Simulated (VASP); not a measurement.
# GaS5 (F-43m) in VASP: notebook

Runs on GaS5. Level: PBE. Tasks: single point, relaxation of cell and atoms.

All numbers are computed with VASP 6.6.1; they aren't measurements. Logs are shortened: lines on timing, memory, paths and dates and some standing lists are left out, and cuts for length are marked.

### 1 The cell of the first run

The structure is cubic, space group F-43m (No. 216). The conventional cell has a = 7.734 Å, b = 7.734 Å, c = 7.734 Å, α = 90.00°, β = 90.00°, γ = 90.00°. Ga (site symmetry -43m) has 16 S at 3.25 to 3.35 Å within 4.3 Å. S (site symmetry -43m) has 12 S at 3.18 Å and 4 Ga at 3.35 Å within 4.2 Å. S (site symmetry 3m) has 6 S at 2.37 to 3.10 Å within 3.1 Å.

### 2 Single point, PBE

Input file INCAR:

```
ALGO     = Normal         # electronic algorithm
EDIFF    = 1E-6           # SCF threshold, eV
ENCUT    = 520            # plane-wave cutoff, eV
GGA      = PE             # functional
ISIF     = 2              # what is computed and relaxed
ISMEAR   = 0              # smearing method
LASPH    = T              # aspherical terms in the spheres
LCHARG   = F              # write CHGCAR
LREAL    = F              # projectors in reciprocal space
LWAVE    = F              # write WAVECAR
NBANDS   = 30             # bands
NELM     = 80             # most SCF steps
PREC     = Accurate       # precision mode
SIGMA    = 0.1            # smearing width, eV
```

Input file KPOINTS:

```
k-points
0
Gamma
  4 4 4
```

Input file POSCAR:

```
GaS5
1.0
    0.0000000000      3.8671303259      3.8671303259
    3.8671303259      0.0000000000      3.8671303259
    3.8671303259      3.8671303259      0.0000000000
Ga S
1 5
Direct
    0.0000000000      0.0000000000      0.0000000000
    0.2500000000      0.2500000000      0.2500000000
    0.1750547512      0.6083150829      0.6083150829
    0.6083150829      0.6083150829      0.6083150829
    0.6083150829      0.6083150829      0.1750547512
    0.6083150829      0.1750547512      0.6083150829
```

Potentials or basis: VASP PAW PBE potentials, release 64 (Ga_d, S).

Run with:

```console
cat potpaw_PBE.64/Ga_d/POTCAR potpaw_PBE.64/S/POTCAR > POTCAR
mpirun -np 1 vasp_std > vasp.out
```

OUTCAR:

```text
EDIFF = 1E-6
   ENCUT = 520
   GGA = PE
   ISIF = 2
   ISMEAR = 0
   LASPH = T
   LREAL = F
   NELM = 80
   PREC = Accurate

 ion  position               nearest neighbor table
   1  0.000  0.000  0.000-
   2  0.250  0.250  0.250-
   3  0.175  0.608  0.608-   4 2.37   5 2.37   6 2.37
   4  0.608  0.608  0.608-   3 2.37   5 2.37   6 2.37
   5  0.608  0.608  0.175-   3 2.37   4 2.37   6 2.37
   6  0.608  0.175  0.608-   3 2.37   4 2.37   5 2.37

  LATTYP: Found a face centered cubic cell.
 ALAT       =     7.7342606518

  Lattice vectors:

 A1 = (   0.0000000000,   3.8671303259,   3.8671303259)
 A2 = (   3.8671303259,   0.0000000000,   3.8671303259)
 A3 = (   3.8671303259,   3.8671303259,   0.0000000000)

Analysis of symmetry for initial positions (statically):
=====================================================================
 Subroutine PRICEL returns:
 Original cell was already a primitive cell.

 Routine SETGRP: Setting up the symmetry group for a
 face centered cubic supercell.

 Subroutine GETGRP returns: Found 24 space group operations
 (whereof 24 operations were pure point group operations)
 out of a pool of 48 trial point group operations.

The static configuration has the point symmetry T_d .

Analysis of symmetry for dynamics (positions and initial velocities):
=====================================================================
 Subroutine PRICEL returns:
 Original cell was already a primitive cell.

 Routine SETGRP: Setting up the symmetry group for a
 face centered cubic supercell.

 Subroutine GETGRP returns: Found 24 space group operations
 (whereof 24 operations were pure point group operations)
 out of a pool of 48 trial point group operations.

The dynamic configuration has the point symmetry T_d .

 Subroutine INISYM returns: Found 24 space group operations
 (whereof 24 operations are pure point group operations),
 and found     1 'primitive' translations

----------------------------------------------------------------------------------------

                                     Primitive cell

  volume of cell :     115.6635

  direct lattice vectors                    reciprocal lattice vectors
     0.000000000  3.867130326  3.867130326    -0.129294841  0.129294841  0.129294841
     3.867130326  0.000000000  3.867130326     0.129294841 -0.129294841  0.129294841
     3.867130326  3.867130326  0.000000000     0.129294841  0.129294841 -0.129294841

  length of vectors
     5.468948154  5.468948154  5.468948154     0.223945233  0.223945233  0.223945233

  position of ions in fractional coordinates (direct lattice)
     0.000000000  0.000000000  0.000000000
     0.250000000  0.250000000  0.250000000
     0.175054751  0.608315083  0.608315083
     0.608315083  0.608315083  0.608315083
     0.608315083  0.608315083  0.175054751
     0.608315083  0.175054751  0.608315083

  ion indices of the primitive-cell ions
   primitive index   ion index
                 1           1
                 2           2
                 3           3
                 4           4
                 5           5
                 6           6

----------------------------------------------------------------------------------------

 KPOINTS: k-points

Automatic generation of k-mesh.
 Grid dimensions read from file:
 generate k-points for:    4    4    4

 Generating k-lattice:

  Cartesian coordinates                     Fractional coordinates (reciprocal lattice)
    -0.032323710  0.032323710  0.032323710     0.250000000  0.000000000  0.000000000
     0.032323710 -0.032323710  0.032323710     0.000000000  0.250000000  0.000000000
     0.032323710  0.032323710 -0.032323710     0.000000000  0.000000000  0.250000000

  Length of vectors
     0.055986308  0.055986308  0.055986308

  Shift w.r.t. Gamma in fractional coordinates (k-lattice)
     0.000000000  0.000000000  0.000000000

 Subroutine IBZKPT returns following result:
 ===========================================

 Found      8 irreducible k-points:

 Following reciprocal coordinates:
            Coordinates               Weight
  0.000000  0.000000  0.000000      1.000000
  0.250000  0.000000  0.000000      8.000000
  0.500000  0.000000  0.000000      4.000000
  0.250000  0.250000  0.000000      6.000000
  0.500000  0.250000  0.000000     24.000000
 -0.250000  0.250000  0.000000     12.000000
  0.500000  0.500000  0.000000      3.000000
 -0.250000  0.500000  0.250000      6.000000
   k-points           NKPTS =      8   k-points in BZ     NKDIM =      8   number of bands    NBANDS=     30
   number of dos      NEDOS =    301   number of ions     NIONS =      6
   total plane-waves  NPLWV =  74088
   dimension x,y,z NGX =    42 NGY =   42 NGZ =   42
   dimension x,y,z NGXF=    84 NGYF=   84 NGZF=   84
   ions per type =               1   5
   NGX,Y,Z   is equivalent  to a cutoff of  12.77, 12.77, 12.77 a.u.
   NGXF,Y,Z  is equivalent  to a cutoff of  25.53, 25.53, 25.53 a.u.
 SYSTEM =  unknown system
   PREC   = accura    normal or accurate (medium, high low for compatibility)
   ISTART =      0    job   : 0-new  1-cont  2-samecut
   ICHARG =      2    charge: 1-file 2-atom 10-const
   ISPIN  =      1    spin polarized calculation?
   LNONCOLLINEAR =      F non collinear calculations
   LSORBIT =      F    spin-orbit coupling
   LASPH  =      T    aspherical Exc in radial PAW
   ENCUT  =  520.0 eV  38.22 Ry    6.18 a.u.  10.17 10.17 10.17*2*pi/ulx,y,z
   NELM   =     80;   NELMIN=  2; NELMDL= -5     # of ELM steps
   EDIFF  = 0.1E-05   stopping-criterion for ELM
   LREAL  =      F    real-space projection
   EDIFFG = 0.1E-04   stopping-criterion for IOM
   NSW    =      0    number of steps for IOM
   IBRION =     -1    ionic relax: 0-MD 1-quasi-New 2-CG
   NFREE  =      0    steps in history (QN), initial steepest desc. (CG)
   ISIF   =      2    stress and relaxation
   ISYM   =      2    0-nonsym 1-usesym 2-fastsym
   POTIM  = 0.5000    time-step for ionic-motion
   TEBEG  =    0.0;   TEEND  =   0.0 temperature during run
   PSTRESS=    0.0 pullay stress
   NELECT =      43.0000    total number of electrons
   NUPDOWN=      -1.0000    fix difference up-down
   EMIN   =  10.00;   EMAX   =-10.00  energy-range for DOS
   EFERMI =   0.00;   METHOD = LEGACY
   ISMEAR =     0;   SIGMA  =   0.10  broadening in eV -4-tet -1-fermi 0-gaus
   EFERMI_NEDOS =   21; number of points for ismear=-14 and -15
   IALGO  =     38    algorithm
   IMIX   =      4    mixing-type and parameters
     AMIX     =   0.40;   BMIX     =  1.00
     AMIX_MAG =   1.60;   BMIX_MAG =  1.00
  volume/ion in A,a.u.               =      19.28       130.09
  Fermi-wavevector in a.u.,A,eV,Ry     =   1.177151  2.224493 18.853382  1.385684
  Thomas-Fermi vector in A             =   2.313503
   LORBIT       =      0    0 simple, 1 ext, 2 COOP (PROOUT), +10 PAW based schemes
   GGA     = PE    functional components
   LHFCALC =     F    Hartree Fock is set to
   AEXX    =    0.0000 exact exchange contribution
   IVDW    =     0    specifies the selected vdW correction
   LEPSILON=     F    determine dielectric tensor
   LRPA    =     F    only Hartree local field effects (RPA)
 non-spin polarized calculation
 Gauss-broadening in eV      SIGMA  =   0.10
  energy-cutoff  :      520.00
  volume of cell :      115.66
 maximum number of plane-waves:      3142
 NGX is ok and might be reduce to    42
   NGX = 21   NGY = 21   NGZ = 21

 number of electron      43.0000003 magnetization

 Free energy of the ion-electron system (eV)
  ---------------------------------------------------
  ext. energy  EPLUGINS =         0.00000000
  ---------------------------------------------------
  free energy    TOTEN  =       -17.92229017 eV

  energy without entropy =      -17.89764310  energy(sigma->0) =      -17.90996664

 E-fermi :   5.4359     XC(G=0): -10.2002

 val. band max:        5.2501566059   @ k =  -0.2500   0.2500   0.0000
 cond. band min:       5.4460010789   @ k =   0.2500   0.2500   0.0000
 fundamental gap:      0.1958444730
 Fermi energy:         5.4358829222

 k-point     1 :       0.0000    0.0000    0.0000
  band No.  band energies     occupation
      1     -11.8663      2.00000
      2      -9.0975      2.00000
      3      -9.0975      2.00000
      4      -9.0947      2.00000
      5      -9.0947      2.00000
      6      -9.0947      2.00000
[... 22 lines left out ...]
     29       9.6597      0.00000
     30      11.1508      0.00000

 k-point     2 :       0.2500    0.0000    0.0000
  band No.  band energies     occupation
      1     -11.7273      2.00000
      2      -9.1014      2.00000
      3      -9.1014      2.00000
      4      -9.0975      2.00000
      5      -9.0928      2.00000
      6      -9.0928      2.00000
[... 22 lines left out ...]
     29       9.5437      0.00000
     30      12.0837      0.00000

 k-point     3 :       0.5000    0.0000    0.0000
  band No.  band energies     occupation
      1     -11.5661      2.00000
      2      -9.1050      2.00000
      3      -9.1050      2.00000
      4      -9.1030      2.00000
      5      -9.0913      2.00000
      6      -9.0913      2.00000
[... 22 lines left out ...]
     29       9.4696      0.00000
     30      12.3050      0.00000

 k-point     4 :       0.2500    0.2500    0.0000
  band No.  band energies     occupation
      1     -11.6809      2.00000
      2      -9.1047      2.00000
      3      -9.0969      2.00000
      4      -9.0952      2.00000
      5      -9.0927      2.00000
      6      -9.0927      2.00000
[... 22 lines left out ...]
     29       9.3180      0.00000
     30      12.7156      0.00000

 k-point     5 :       0.5000    0.2500    0.0000
  band No.  band energies     occupation
      1     -11.5180      2.00000
      2      -9.1036      2.00000
      3      -9.1006      2.00000
      4      -9.0951      2.00000
      5      -9.0917      2.00000
      6      -9.0909      2.00000
[... 22 lines left out ...]
     29       9.4296      0.00000
     30      12.7075      0.00000

 k-point     6 :      -0.2500    0.2500    0.0000
  band No.  band energies     occupation
      1     -11.5723      2.00000
      2      -9.1043      2.00000
      3      -9.1034      2.00000
      4      -9.0961      2.00000
      5      -9.0920      2.00000
      6      -9.0917      2.00000
[... 22 lines left out ...]
     29       9.6415      0.00000
     30      12.8323      0.00000

 k-point     7 :       0.5000    0.5000    0.0000
  band No.  band energies     occupation
      1     -11.4651      2.00000
      2      -9.1029      2.00000
      3      -9.0963      2.00000
      4      -9.0902      2.00000
      5      -9.0902      2.00000
      6      -9.0849      2.00000
[... 22 lines left out ...]
     29       8.9833      0.00000
     30      13.0768      0.00000

 k-point     8 :      -0.2500    0.5000    0.2500
  band No.  band energies     occupation
      1     -11.4618      2.00000
      2      -9.1015      2.00000
      3      -9.1013      2.00000
      4      -9.0944      2.00000
      5      -9.0902      2.00000
      6      -9.0876      2.00000
[... 22 lines left out ...]
     29       9.8294      0.00000
     30      13.0691      0.00000

------------------------ aborting loop because EDIFF is reached ----------------------------------------

  FORCE on cell =-STRESS in cart. coord.  units (eV):
  Direction    XX          YY          ZZ          XY          YZ          ZX
  --------------------------------------------------------------------------------------
  -------------------------------------------------------------------------------------
  Total       -0.1548093     -0.1548093     -0.1548093     -0.0000000      0.0000000     -0.0000000
  in kB       -2.1444270     -2.1444270     -2.1444270     -0.0000000      0.0000000     -0.0000000
  external PRESSURE =      -2.1444270 kB  Pullay stress =       0.0000000 kB

 VOLUME and BASIS-vectors are now :
 -----------------------------------------------------------------------------
  energy-cutoff  :      520.00
  volume of cell :      115.66
      direct lattice vectors                 reciprocal lattice vectors
     0.000000000  3.867130326  3.867130326    -0.129294841  0.129294841  0.129294841
     3.867130326  0.000000000  3.867130326     0.129294841 -0.129294841  0.129294841
     3.867130326  3.867130326  0.000000000     0.129294841  0.129294841 -0.129294841

 POSITION                                       TOTAL-FORCE (eV/Angst)
 -----------------------------------------------------------------------------------
      0.00000      0.00000      0.00000         0.000000     -0.000000      0.000000
      1.93357      1.93357      1.93357         0.000000     -0.000000     -0.000000
      4.70487      3.02939      3.02939        -0.078547      0.078547      0.078547
      4.70487      4.70487      4.70487        -0.078547     -0.078547     -0.078547
      3.02939      3.02939      4.70487         0.078547      0.078547     -0.078547
      3.02939      4.70487      3.02939         0.078547     -0.078547      0.078547
 -----------------------------------------------------------------------------------
    total drift:                                0.000000      0.000000      0.000000

  FREE ENERGIE OF THE ION-ELECTRON SYSTEM (eV)
  ---------------------------------------------------
  free  energy   TOTEN  =       -17.9222901736 eV

  energy  without entropy=      -17.8976431003  energy(sigma->0) =      -17.90996664
```

It took 32 s on 1 thread of Intel Xeon Platinum 8259CL at 2.50GHz (Skylake/Cascade Lake), shared host; peak memory 0.25 GiB.

Results:

```yaml
Free_energy: -17.9223 eV
Pressure: -0.2 GPa
Largest_force: 0.136 eV/Å
```

Forces in eV/Å, atoms in the order of the input:
```
Ga   0.000  0.000  0.000
S    0.000  0.000  0.000
S   -0.079  0.079  0.079
S   -0.079 -0.079 -0.079
S    0.079  0.079 -0.079
S    0.079 -0.079  0.079
```

### 3 Relaxation of cell and atoms, PBE

This run uses another cell than the first one, of 21.33 Å³/atom, 1.106 times its volume.

Input file INCAR:

```
SYSTEM = GaS5
ALGO = Normal
EDIFF = 1E-6
EDIFFG = -0.04
ENCUT = 600
GGA = PE
IBRION = 2
ISIF = 3
ISMEAR = 0
LASPH = .TRUE.
LCHARG = .FALSE.
LREAL = .FALSE.
LWAVE = .FALSE.
NELM = 60
NSW = 90
PREC = Accurate
SIGMA = 0.1
```

Input file KPOINTS:

```
k-points
0
G
  4 4 4
  0 0 0
```

Input file POSCAR:

```
GaS5
1.0
    0.0000000000      3.9995747100      3.9995747100
    3.9995747100      0.0000000000      3.9995747100
    3.9995747100      3.9995747100      0.0000000000
Ga S
1 5
Direct
    0.0000000000      0.0000000000      0.0000000000
    0.2500000000      0.2500000000      0.2500000000
    0.1283094900      0.6238968400      0.6238968400
    0.6238968400      0.6238968400      0.6238968400
    0.6238968400      0.6238968400      0.1283094900
    0.6238968400      0.1283094900      0.6238968400
```

Potentials or basis: VASP PAW PBE potentials, release 64 (Ga_d, S).

Run with:

```console
cat potpaw_PBE.64/Ga_d/POTCAR potpaw_PBE.64/S/POTCAR > POTCAR
mpirun -np 1 vasp_std > vasp.out
```

Run time: 6.9 min. Hardware: 1 thread of Intel Xeon Platinum 8259CL at 2.50GHz (Skylake/Cascade Lake), shared host; peak memory 0.34 GiB.

Results (log left out):

```
Free energy                            : -17.9261 eV
Relaxed volume                         : 19.34 Å³/atom
Relaxed cell                           : a = 5.475 Å, b = 5.475 Å, c = 5.475 Å, α = 60.00°, β = 60.00°, γ = 60.00°
Space group after relaxing (to 0.05 Å) : F-43m (No. 216)
Energy gained by relaxing              : 147.2 meV/atom
Ionic steps                            : 15
Pressure after relaxing                : -0.1 GPa
Largest force after relaxing           : 0.005 eV/Å
```

Forces in eV/Å, atoms in the order of the input:
```
Ga   0.000  0.000  0.000
S    0.000  0.000  0.000
S   -0.003  0.003  0.003
S   -0.003 -0.003 -0.003
S    0.003  0.003 -0.003
S    0.003 -0.003  0.003
```

Step by step:
```csv
step,energy change (eV),largest force (eV/Å),pressure (GPa),volume (Å³)
1,0.0000,0.3315,-5.92,127.96
2,-0.3874,0.4679,-1.81,113.91
3,-0.4201,0.4864,0.24,109.49
4,-0.4202,0.4876,0.44,109.14
5,-0.4786,0.6215,0.75,108.77
6,-0.7012,0.7241,1.97,107.67
7,-0.1936,2.9783,10.47,105.49
8,-0.7622,0.4656,2.71,107.28
9,-0.7796,0.1380,4.14,106.78
10,-0.7845,0.1098,3.53,106.96
11,-0.8147,0.1031,3.27,108.37
12,-0.8288,0.4387,3.01,110.37
13,-0.8653,0.2435,1.66,112.69
14,-0.8788,0.1091,-0.72,117.60
15,-0.8830,0.0053,-0.06,116.05
```

Final structure:
```
CELL_PARAMETERS angstrom
0.00000 3.87147 3.87147
3.87147 0.00000 3.87147
3.87147 3.87147 0.00000
ATOMIC_POSITIONS crystal
Ga 0.00000 0.00000 0.00000
S 0.25000 0.25000 0.25000
S 0.17714 0.60762 0.60762
S 0.60762 0.60762 0.60762
S 0.60762 0.60762 0.17714
S 0.60762 0.17714 0.60762
```

Levels at points of the mesh, in eV from the Fermi level:
```tsv
k point	band 19	band 20	band 21	band 22	band 23	band 24
(0.00, 0.00, 0.00)	-1.53	-1.53	1.04	1.04	1.04	1.56
(0.50, 0.00, 0.00)	-2.01	-1.02	-0.23	0.15	0.15	1.08
(0.50, 0.50, 0.00)	-1.79	-1.06	-1.04	-0.71	0.18	0.18
```

### 4 Single point, PBE

This run uses another cell than the first one, of 18.64 Å³/atom, 0.967 times its volume.

Input file INCAR:

```
SYSTEM = GaS5
PREC     = Accurate       ! precision mode
ENCUT    = 520            ! plane-wave cutoff, eV
EDIFF    = 1E-6           ! SCF threshold, eV
ISMEAR   = 0              ! smearing method
SIGMA    = 0.1            ! smearing width, eV
LREAL    = .FALSE.        ! projectors in reciprocal space
LASPH    = .TRUE.         ! aspherical terms in the spheres
NELM     = 60             ! most SCF steps
ALGO     = Normal         ! electronic algorithm
ISIF     = 2              ! what is computed and relaxed
LWAVE    = .FALSE.        ! write WAVECAR
LCHARG   = .FALSE.        ! write CHGCAR
GGA      = PE             ! functional
NBANDS   = 30             ! bands
```

Input file KPOINTS:

```
Automatic mesh
0
G
  8 8 8
  0 0 0
```

Input file POSCAR:

```
GaS5
1.0
    0.0000000000      3.8240176353      3.8240176353
    3.8240176353      0.0000000000      3.8240176353
    3.8240176353      3.8240176353      0.0000000000
Ga S
1 5
Direct
    0.0000000000      0.0000000000      0.0000000000
    0.7500000000      0.7500000000      0.7500000000
    0.3890416713      0.3890416713      0.8328749861
    0.3890416713      0.8328749861      0.3890416713
    0.3890416713      0.3890416713      0.3890416713
    0.8328749861      0.3890416713      0.3890416713
```

Run with:

```console
cat potpaw_PBE.64/Ga_d/POTCAR potpaw_PBE.64/S/POTCAR > POTCAR
mpirun -np 1 vasp_std > vasp.out
```

Run time: 78 s. Hardware: 1 thread of Intel Xeon Platinum 8259CL at 2.50GHz (Skylake/Cascade Lake), shared host; peak memory 0.28 GiB.

Results (log left out):

```yaml
Free_energy: -18.0777 eV
Pressure: -0.2 GPa
Largest_force: 0.063 eV/Å
```

Forces in eV/Å, atoms in the order of the input:
```
Ga   0.000  0.000  0.000
S    0.000  0.000  0.000
S   -0.036 -0.036  0.036
S   -0.036  0.036 -0.036
S    0.036  0.036  0.036
S    0.036 -0.036 -0.036
```

Levels at points of the mesh, in eV from the Fermi level:
| k point | band 19 | band 20 | band 21 | band 22 | band 23 | band 24 |
| --- | --- | --- | --- | --- | --- | --- |
| (0.00, 0.00, 0.00) | -1.63 | -1.63 | 1.15 | 1.15 | 1.15 | 1.74 |
| (0.50, 0.00, 0.00) | -2.15 | -1.13 | -0.31 | 0.18 | 0.18 | 1.19 |
| (0.50, 0.50, 0.00) | -1.47 | -1.22 | -1.22 | -0.75 | 0.11 | 0.11 |

[end of part 1 of 2]
